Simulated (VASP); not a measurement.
Here is a VASP 6.6.1 calculation.

The input INCAR:

```
SYSTEM = HfN
  PREC = Accurate
  ENCUT = 520
  EDIFF = 1E-6
  ISMEAR = 0
  SIGMA = 0.15
  LREAL = .FALSE.
  LASPH = .TRUE.
  NELM = 100
  ALGO = Normal
  ISIF = 2
  LWAVE = .FALSE.
  LCHARG = .FALSE.
  NBANDS = 23
```

KPOINTS

```
regular mesh
0
G
  14 14 10
  0 0 0
```

POSCAR

```
HfN
1.0
    0.0000000000     -2.2339756809     -2.2339756809
    0.0000000000      2.2339756809     -2.2339756809
    4.4679513618      0.0000000000      0.0000000000
Hf N
2 2
Direct
    0.5051214659      0.4948785341      0.5000000000
   -0.0051214659      0.0051214659      0.0000000000
    0.5070873828      0.4929126172      0.0000000000
   -0.0070873828      0.0070873828      0.5000000000
```

Potentials or basis: VASP PAW LDA potentials, release 64 (Hf_pv, N).

Command:

```bash
$ cat potpaw_LDA.64/Hf_pv/POTCAR potpaw_LDA.64/N/POTCAR > POTCAR
$ mpirun -np 1 vasp_std > vasp.out
```

Q: What does it give for the largest force?

A: 0.650 eV/Å.

Q: Estimate the band gap on the k mesh.

A: Zero (band 15 reaches 11.93 eV, above the bottom of band 16 at 5.01 eV).

Q: Estimate the pressure.

A: -0.7 GPa.

Stress tensor (GPa, compression positive):
```
-1.63  0.00  0.00
 0.00  0.39  0.00
 0.00  0.00 -0.87
```

Caveat: the cell differs from its parent crystal (mode 4 frozen in at -0.021 Å and mode 11 at -0.043 Å (largest displacements)); spin-orbit coupling is left out, which moves the levels of the heavy elements.
